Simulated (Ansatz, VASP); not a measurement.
**CaO: VASP beside Ansatz**

File POSCAR:

```
CaO
1.0
    0.0000000000      2.3975501265      2.3975501265
    2.3975501265      0.0000000000      2.3975501265
    2.3975501265      2.3975501265      0.0000000000
Ca O
1 1
Direct
    0.0000000000      0.0000000000      0.0000000000
    0.5000000000      0.5000000000      0.5000000000
```

The input INCAR.step1:

```
SYSTEM = CaO
ALGO = Normal ; EDIFF = 1E-5
ENCUT = 910 ; GGA = PE
GGA_COMPAT = .FALSE. ; ISMEAR = 0
LASPH = .TRUE. ; LCHARG = .FALSE.
LREAL = .FALSE. ; LWAVE = .TRUE.
NBANDS = 15 ; NELM = 120
PREC = Accurate ; SIGMA = 0.01
```

File INCAR.step2:

```
SYSTEM = CaO
ALGO = Normal ; EDIFF = 1E-6
ENCUT = 910 ; GGA_COMPAT = .FALSE.
ISIF = 2 ; ISMEAR = 0
ISTART = 1 ; LASPH = .TRUE.
LCHARG = .TRUE. ; LELF = .TRUE.
LMIXTAU = .TRUE. ; LREAL = .FALSE.
LVHAR = .TRUE. ; LWAVE = .FALSE.
METAGGA = R2SCAN ; NBANDS = 15
NELM = 120 ; PREC = Accurate
SIGMA = 0.01
```

KPOINTS

```
k-points
0
G
  10 10 10
  0 0 0
```

Input for Ansatz:

```yaml
crystal:
  lattice:
    - [0.0, 2.3975501265, 2.3975501265]
    - [2.3975501265, 0.0, 2.3975501265]
    - [2.3975501265, 2.3975501265, 0.0]
  atoms:
    - { symbol: Ca, position: [0.0, 0.0, 0.0] }
    - { symbol: O, position: [0.5, 0.5, 0.5] }
kpoints:
  mp_grid: { grid: [10, 10, 10] }
  band_path:
    path:
      - [0.0, 0.0, 0.0]
      - [0.5, 0.0, 0.5]
      - [0.625, 0.25, 0.625]
      - [0.375, 0.375, 0.75]
      - [0.5, 0.5, 0.5]
      - [0.5, 0.25, 0.75]
    npoints: 1
hamiltonian:
  xc: r2scan
scf:
  occupations: { method: fixed }
  n_extra_bands: 4
output:
  forces: true
  stress: true
  eigenvalues: true
```

Alike in both runs: task single point; functional r2SCAN; k mesh 10 × 10 × 10; no spin polarisation.

```csv
,VASP,Ansatz
version,VASP 6.6.1,Ansatz 0.2.0
potentials or method,"VASP PAW PBE potentials, release 64 (Ca_sv, O_h)","plane waves, PAW"
plane-wave cutoff (eV),910,500
occupations,"gaussian, width 0.01 eV",fixed
valence electrons in the cell,16,16
```

Ansatz gave:

* gap on the k mesh at the Fermi level (eV): 4.20

Question: Which values does VASP return?

Answer: gap on the k mesh at the Fermi level (eV): 4.19.

VASP's potentials were made for PBE, not for r2SCAN.

Noted on VASP's run: the cutoff is short for stress, so the pressure is rough.
